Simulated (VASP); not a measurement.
# LiF (P6_3mc) in VASP: further runs

Runs on LiF. Level: PBEsol. Tasks: single point.

All numbers are computed with VASP 6.6.1; they aren't measurements. Logs are shortened: lines on timing, memory, paths and dates and some standing lists are left out, and cuts for length are marked.

## 1. The cell of the first run

Symmetry: P6_3mc, No. 186, hexagonal system. The conventional cell has a = 3.061 Å, b = 3.061 Å, c = 4.807 Å, α = 90.00°, β = 90.00°, γ = 120.00°. Within 2.5 Å of Li (site symmetry 3m) lie 4 F at 1.85 to 1.86 Å. F (site symmetry 3m) has 4 Li at 1.85 to 1.86 Å within 2.5 Å.

## 2. Single point, PBEsol

INCAR

```
PREC = Accurate
ENCUT = 520
EDIFF = 1E-6
ISMEAR = 0
SIGMA = 0.01
LREAL = False
LASPH = True
NELM = 80
ALGO = Normal
ISIF = 2
LWAVE = False
LCHARG = True
GGA = PS
LELF = True
LVHAR = True
NBANDS = 18
```

KPOINTS

```
regular mesh
0
Gamma
  7 7 4
```

POSCAR

```
LiF
1.0
    3.0609400000      0.0000000000      0.0000000000
   -1.5304700000      2.6508500000      0.0000000000
    0.0000000000      0.0000000000      4.8073200000
Li F
2 2
Direct
    0.3333333333      0.6666666667      0.3811500000
    0.6666666667      0.3333333333      0.8811500000
    0.3333333333      0.6666666667      0.9938400000
    0.6666666667      0.3333333333      0.4938400000
```

Potentials or basis: VASP PAW PBE potentials, release 64 (Li_sv, F).

On the command line:

```
cat potpaw_PBE.64/Li_sv/POTCAR potpaw_PBE.64/F/POTCAR > POTCAR
mpirun -np 1 vasp_std > vasp.out
```

OUTCAR:

```text
PREC = Accurate
   ENCUT = 520
   EDIFF = 1E-6
   ISMEAR = 0
   LREAL = False
   LASPH = True
   NELM = 80
   ISIF = 2
   GGA = PS

 ion  position               nearest neighbor table
   1  0.333  0.667  0.381-   4 1.85   4 1.85   4 1.85   3 1.86
   2  0.667  0.333  0.881-   3 1.85   3 1.85   3 1.85   4 1.86
   3  0.333  0.667  0.994-   2 1.85   2 1.85   2 1.85   1 1.86
   4  0.667  0.333  0.494-   1 1.85   1 1.85   1 1.85   2 1.86

  LATTYP: Found a hexagonal cell.
 ALAT       =     3.0609400000
 C/A-ratio  =     1.5705371553

  Lattice vectors:

 A1 = (   3.0609400000,   0.0000000000,   0.0000000000)
 A2 = (  -1.5304700000,   2.6508500000,   0.0000000000)
 A3 = (   0.0000000000,   0.0000000000,   4.8073200000)

Analysis of symmetry for initial positions (statically):
=====================================================================
 Subroutine PRICEL returns:
 Original cell was already a primitive cell.

 Routine SETGRP: Setting up the symmetry group for a
 hexagonal supercell.

 Subroutine GETGRP returns: Found 12 space group operations
 (whereof  6 operations were pure point group operations)
 out of a pool of 24 trial point group operations.

The static configuration has the point symmetry C_3v.
 The point group associated with its full space group is C_6v.

Analysis of symmetry for dynamics (positions and initial velocities):
=====================================================================
 Subroutine PRICEL returns:
 Original cell was already a primitive cell.

 Routine SETGRP: Setting up the symmetry group for a
 hexagonal supercell.

 Subroutine GETGRP returns: Found 12 space group operations
 (whereof  6 operations were pure point group operations)
 out of a pool of 24 trial point group operations.

The dynamic configuration has the point symmetry C_3v.
 The point group associated with its full space group is C_6v.

 Subroutine INISYM returns: Found 12 space group operations
 (whereof  6 operations are pure point group operations),
 and found     1 'primitive' translations

----------------------------------------------------------------------------------------

                                     Primitive cell

  volume of cell :      39.0070

  direct lattice vectors                    reciprocal lattice vectors
     3.060940000  0.000000000  0.000000000     0.326697028  0.188618745  0.000000000
    -1.530470000  2.650850000  0.000000000     0.000000000  0.377237490  0.000000000
     0.000000000  0.000000000  4.807320000     0.000000000  0.000000000  0.208016109

  length of vectors
     3.060940000  3.060938442  4.807320000     0.377237298  0.377237490  0.208016109

  position of ions in fractional coordinates (direct lattice)
     0.333333333  0.666666667  0.381150000
     0.666666667  0.333333333  0.881150000
     0.333333333  0.666666667  0.993840000
     0.666666667  0.333333333  0.493840000

  ion indices of the primitive-cell ions
   primitive index   ion index
                 1           1
                 2           2
                 3           3
                 4           4

----------------------------------------------------------------------------------------

 KPOINTS: regular mesh

Automatic generation of k-mesh.
 Grid dimensions read from file:
 generate k-points for:    7    7    4

 Generating k-lattice:

  Cartesian coordinates                     Fractional coordinates (reciprocal lattice)
     0.046671004  0.026945535  0.000000000     0.142857143 -0.000000000  0.000000000
     0.000000000  0.053891070  0.000000000     0.000000000  0.142857143  0.000000000
     0.000000000  0.000000000  0.052004027     0.000000000  0.000000000  0.250000000

  Length of vectors
     0.053891043  0.053891070  0.052004027

  Shift w.r.t. Gamma in fractional coordinates (k-lattice)
     0.000000000  0.000000000  0.000000000

 Subroutine IBZKPT returns following result:
 ===========================================

 Found     24 irreducible k-points:

 Following reciprocal coordinates:
            Coordinates               Weight
  0.000000  0.000000  0.000000      1.000000
  0.142857  0.000000  0.000000      6.000000
  0.285714  0.000000  0.000000      6.000000
  0.428571  0.000000  0.000000      6.000000
  0.142857  0.142857  0.000000      6.000000
  0.285714  0.142857  0.000000     12.000000
[... 16 lines left out ...]
  0.428571  0.142857  0.500000      6.000000
  0.285714  0.285714  0.500000      6.000000
   k-points           NKPTS =     24   k-points in BZ     NKDIM =     24   number of bands    NBANDS=     18
   number of dos      NEDOS =    301   number of ions     NIONS =      4
   total plane-waves  NPLWV =  20736
   dimension x,y,z NGX =    24 NGY =   24 NGZ =   36
   dimension x,y,z NGXF=    48 NGYF=   48 NGZF=   72
   ions per type =               2   2
   NGX,Y,Z   is equivalent  to a cutoff of  13.03, 13.03, 12.45 a.u.
   NGXF,Y,Z  is equivalent  to a cutoff of  26.07, 26.07, 24.90 a.u.
 SYSTEM =  unknown system
   PREC   = accura    normal or accurate (medium, high low for compatibility)
   ISTART =      0    job   : 0-new  1-cont  2-samecut
   ICHARG =      2    charge: 1-file 2-atom 10-const
   ISPIN  =      1    spin polarized calculation?
   LNONCOLLINEAR =      F non collinear calculations
   LSORBIT =      F    spin-orbit coupling
   LASPH  =      T    aspherical Exc in radial PAW
   ENCUT  =  520.0 eV  38.22 Ry    6.18 a.u.   5.69  5.69  8.94*2*pi/ulx,y,z
   NELM   =     80;   NELMIN=  2; NELMDL= -5     # of ELM steps
   EDIFF  = 0.1E-05   stopping-criterion for ELM
   LREAL  =      F    real-space projection
   EDIFFG = 0.1E-04   stopping-criterion for IOM
   NSW    =      0    number of steps for IOM
   IBRION =     -1    ionic relax: 0-MD 1-quasi-New 2-CG
   NFREE  =      0    steps in history (QN), initial steepest desc. (CG)
   ISIF   =      2    stress and relaxation
   ISYM   =      2    0-nonsym 1-usesym 2-fastsym
   POTIM  = 0.5000    time-step for ionic-motion
   TEBEG  =    0.0;   TEEND  =   0.0 temperature during run
   PSTRESS=    0.0 pullay stress
   NELECT =      20.0000    total number of electrons
   NUPDOWN=      -1.0000    fix difference up-down
   EMIN   =  10.00;   EMAX   =-10.00  energy-range for DOS
   EFERMI =   0.00;   METHOD = LEGACY
   ISMEAR =     0;   SIGMA  =   0.01  broadening in eV -4-tet -1-fermi 0-gaus
   EFERMI_NEDOS =   21; number of points for ismear=-14 and -15
   IALGO  =     38    algorithm
   IMIX   =      4    mixing-type and parameters
     AMIX     =   0.40;   BMIX     =  1.00
     AMIX_MAG =   1.60;   BMIX_MAG =  1.00
  volume/ion in A,a.u.               =       9.75        65.81
  Fermi-wavevector in a.u.,A,eV,Ry     =   1.310299  2.476107 23.359627  1.716884
  Thomas-Fermi vector in A             =   2.440839
   LORBIT       =      0    0 simple, 1 ext, 2 COOP (PROOUT), +10 PAW based schemes
   GGA     = PS    functional components
   LHFCALC =     F    Hartree Fock is set to
   AEXX    =    0.0000 exact exchange contribution
   IVDW    =     0    specifies the selected vdW correction
   LEPSILON=     F    determine dielectric tensor
   LRPA    =     F    only Hartree local field effects (RPA)
 non-spin polarized calculation
 Gauss-broadening in eV      SIGMA  =   0.01
  energy-cutoff  :      520.00
  volume of cell :       39.01
 maximum number of plane-waves:      1085
 NGX is ok and might be reduce to    24
   NGX = 11   NGY = 11   NGZ = 17

 number of electron      20.0000020 magnetization

 Free energy of the ion-electron system (eV)
  ---------------------------------------------------
  ext. energy  EPLUGINS =         0.00000000
  ---------------------------------------------------
  free energy    TOTEN  =       -19.59901478 eV

  energy without entropy =      -19.59901478  energy(sigma->0) =      -19.59901478

 E-fermi :  -2.3850     XC(G=0):  -9.1148

 val. band max:       -2.4644787869   @ k =   0.0000   0.0000   0.0000
 cond. band min:       5.2711246902   @ k =   0.0000   0.0000   0.0000
 fundamental gap:      7.7356034771
 Fermi energy:        -2.3850118419

 k-point     1 :       0.0000    0.0000    0.0000
  band No.  band energies     occupation
      1     -42.1779      2.00000
      2     -42.1300      2.00000
      3     -21.8115      2.00000
      4     -21.5676      2.00000
      5      -4.7138      2.00000
      6      -2.9427      2.00000
[... 10 lines left out ...]
     17      17.2264      0.00000
     18      17.8954      0.00000

 k-point     2 :       0.1429    0.0000    0.0000
  band No.  band energies     occupation
      1     -42.1707      2.00000
      2     -42.1268      2.00000
      3     -21.7842      2.00000
      4     -21.5607      2.00000
      5      -4.6081      2.00000
      6      -3.1704      2.00000
[... 10 lines left out ...]
     17      17.4604      0.00000
     18      17.7805      0.00000

 k-point     3 :       0.2857    0.0000    0.0000
  band No.  band energies     occupation
      1     -42.1536      2.00000
      2     -42.1212      2.00000
      3     -21.7165      2.00000
      4     -21.5521      2.00000
      5      -4.3960      2.00000
      6      -3.6956      2.00000
[... 10 lines left out ...]
     17      17.2752      0.00000
     18      17.9185      0.00000

 k-point     4 :       0.4286    0.0000    0.0000
  band No.  band energies     occupation
      1     -42.1376      2.00000
      2     -42.1189      2.00000
      3     -21.6471      2.00000
      4     -21.5588      2.00000
      5      -4.5163      2.00000
      6      -3.7593      2.00000
[... 10 lines left out ...]
     17      16.8238      0.00000
     18      18.5283      0.00000

 k-point     5 :       0.1429    0.1429    0.0000
  band No.  band energies     occupation
      1     -42.1585      2.00000
      2     -42.1225      2.00000
      3     -21.7367      2.00000
      4     -21.5534      2.00000
      5      -4.4240      2.00000
      6      -3.6213      2.00000
[... 10 lines left out ...]
     17      17.8751      0.00000
     18      18.3155      0.00000

 k-point     6 :       0.2857    0.1429    0.0000
  band No.  band energies     occupation
      1     -42.1415      2.00000
      2     -42.1190      2.00000
      3     -21.6659      2.00000
      4     -21.5532      2.00000
      5      -4.3405      2.00000
      6      -4.0092      2.00000
[... 10 lines left out ...]
     17      17.1803      0.00000
     18      18.4671      0.00000

 k-point     7 :       0.4286    0.1429    0.0000
  band No.  band energies     occupation
      1     -42.1321      2.00000
      2     -42.1194      2.00000
      3     -21.6222      2.00000
      4     -21.5649      2.00000
      5      -4.5537      2.00000
      6      -3.7562      2.00000
[... 10 lines left out ...]
     17      16.6157      0.00000
     18      18.9244      0.00000

 k-point     8 :       0.2857    0.2857    0.0000
  band No.  band energies     occupation
      1     -42.1290      2.00000
      2     -42.1202      2.00000
      3     -21.6108      2.00000
      4     -21.5674      2.00000
      5      -4.5462      2.00000
      6      -3.8827      2.00000
[... 10 lines left out ...]
     17      16.1958      0.00000
     18      18.8540      0.00000
[... 229 lines left out ...]
     17      17.1806      0.00000
     18      17.1806      0.00000

 k-point    20 :       0.4286    0.0000    0.5000
  band No.  band energies     occupation
      1     -42.1282      2.00000
      2     -42.1282      2.00000
      3     -21.6064      2.00000
      4     -21.6064      2.00000
      5      -4.2665      2.00000
      6      -4.2665      2.00000
[... 10 lines left out ...]
     17      17.3339      0.00000
     18      17.3339      0.00000

 k-point    21 :       0.1429    0.1429    0.5000
  band No.  band energies     occupation
      1     -42.1405      2.00000
      2     -42.1405      2.00000
      3     -21.6496      2.00000
      4     -21.6496      2.00000
      5      -3.8561      2.00000
      6      -3.8561      2.00000
[... 10 lines left out ...]
     17      17.2952      0.00000
     18      17.2952      0.00000

 k-point    22 :       0.2857    0.1429    0.5000
  band No.  band energies     occupation
      1     -42.1302      2.00000
      2     -42.1302      2.00000
      3     -21.6134      2.00000
      4     -21.6134      2.00000
      5      -4.1148      2.00000
      6      -4.1148      2.00000
[... 10 lines left out ...]
     17      17.6663      0.00000
     18      17.6663      0.00000

 k-point    23 :       0.4286    0.1429    0.5000
  band No.  band energies     occupation
      1     -42.1257      2.00000
      2     -42.1257      2.00000
      3     -21.5971      2.00000
      4     -21.5971      2.00000
      5      -4.2509      2.00000
      6      -4.2509      2.00000
[... 10 lines left out ...]
     17      17.8653      0.00000
     18      17.8653      0.00000

 k-point    24 :       0.2857    0.2857    0.5000
  band No.  band energies     occupation
      1     -42.1246      2.00000
      2     -42.1246      2.00000
      3     -21.5926      2.00000
      4     -21.5926      2.00000
      5      -4.1259      2.00000
      6      -4.1259      2.00000
[... 10 lines left out ...]
     17      18.3998      0.00000
     18      18.3998      0.00000

------------------------ aborting loop because EDIFF is reached ----------------------------------------

  FORCE on cell =-STRESS in cart. coord.  units (eV):
  Direction    XX          YY          ZZ          XY          YZ          ZX
  --------------------------------------------------------------------------------------
  -------------------------------------------------------------------------------------
  Total        0.3885982      0.3885977      0.2466850      0.0000000     -0.0000000      0.0000000
  in kB       15.9613035     15.9612818     10.1323551      0.0000000     -0.0000000      0.0000000
  external PRESSURE =      14.0183135 kB  Pullay stress =       0.0000000 kB

 VOLUME and BASIS-vectors are now :
 -----------------------------------------------------------------------------
  energy-cutoff  :      520.00
  volume of cell :       39.01
      direct lattice vectors                 reciprocal lattice vectors
     3.060940000  0.000000000  0.000000000     0.326697028  0.188618745  0.000000000
    -1.530470000  2.650850000  0.000000000     0.000000000  0.377237490  0.000000000
     0.000000000  0.000000000  4.807320000     0.000000000  0.000000000  0.208016109

 POSITION                                       TOTAL-FORCE (eV/Angst)
 -----------------------------------------------------------------------------------
     -0.00000      1.76723      1.83231         0.000000     -0.000000     -0.000695
      1.53047      0.88362      4.23597        -0.000000      0.000000     -0.000695
     -0.00000      1.76723      4.77771        -0.000000      0.000000      0.000695
      1.53047      0.88362      2.37405         0.000000     -0.000000      0.000695
 -----------------------------------------------------------------------------------
    total drift:                                0.000001      0.000001     -0.004187

  FREE ENERGIE OF THE ION-ELECTRON SYSTEM (eV)
  ---------------------------------------------------
  free  energy   TOTEN  =       -19.5990147775 eV

  energy  without entropy=      -19.5990147775  energy(sigma->0) =      -19.59901478
```

Wall time 10 s (1 thread of Intel Xeon Platinum 8259CL at 2.50GHz (Skylake/Cascade Lake), shared host); peak memory 0.15 GiB.

What came out:

| Item | Value |
| --- | --- |
| Free energy | -19.5990 eV |
| Band gap on the k mesh | 7.74 eV, direct |

Levels at points of the mesh, in eV from the valence-band top:
```csv
k point,band 6,band 7,band 8,band 9,band 10,band 11,band 12,band 13,band 14,band 15
"(0.00, 0.00, 0.00)",-0.48,-0.48,-0.15,-0.15,0.00,7.74,12.02,15.31,18.59,18.59
"(0.00, 0.00, 0.50)",-1.19,-0.32,-0.32,-0.32,-0.32,9.44,9.44,17.64,17.64,18.86
```

Caveat: the cutoff is under 1.25 times the usual one of these potentials, so pressure, stress and relaxed cells hold a basis-set (Pulay) error; the PAW data sets were made with another functional, which shifts forces and pressure a little. A k mesh can miss the band edges.

## 3. Single point, PBEsol

INCAR

```
SYSTEM = LiF
PREC = Accurate ; ENCUT = 520
EDIFF = 1E-7 ; ISMEAR = 0
SIGMA = 0.01 ; LREAL = .False.
LASPH = .True. ; NELM = 100
ALGO = Normal ; ISIF = 2
LWAVE = .False. ; LCHARG = .True.
GGA = PS ; LELF = .True.
LVHAR = .True. ; NBANDS = 18
```

KPOINTS

```
Automatic mesh
0
Gamma
  7 7 4
  0 0 0
```

POSCAR is that of step 2.

Potentials or basis: VASP PAW PBE potentials, release 64 (Li_sv, F).

On the command line:

```
cat potpaw_PBE.64/Li_sv/POTCAR potpaw_PBE.64/F/POTCAR > POTCAR
mpirun -np 1 vasp_std > vasp.out
```

It took 11 s on 1 thread of Intel Xeon Platinum 8259CL at 2.50GHz (Skylake/Cascade Lake), shared host; peak memory 0.15 GiB.

Results (log left out):

```
Free energy            : -19.5990 eV
Band gap on the k mesh : 7.74 eV, direct
```

Levels at points of the mesh, in eV from the valence-band top:
| k point | band 8 | band 9 | band 10 | band 11 | band 12 | band 13 |
| --- | --- | --- | --- | --- | --- | --- |
| (0.00, 0.00, 0.00) | -0.15 | -0.15 | 0.00 | 7.74 | 12.02 | 15.31 |
| (0.00, 0.00, 0.50) | -0.32 | -0.32 | -0.32 | 9.44 | 9.44 | 17.64 |

Caveat: the cutoff is under 1.25 times the usual one of these potentials, so pressure, stress and relaxed cells hold a basis-set (Pulay) error; the PAW data sets were made with another functional, which shifts forces and pressure a little.
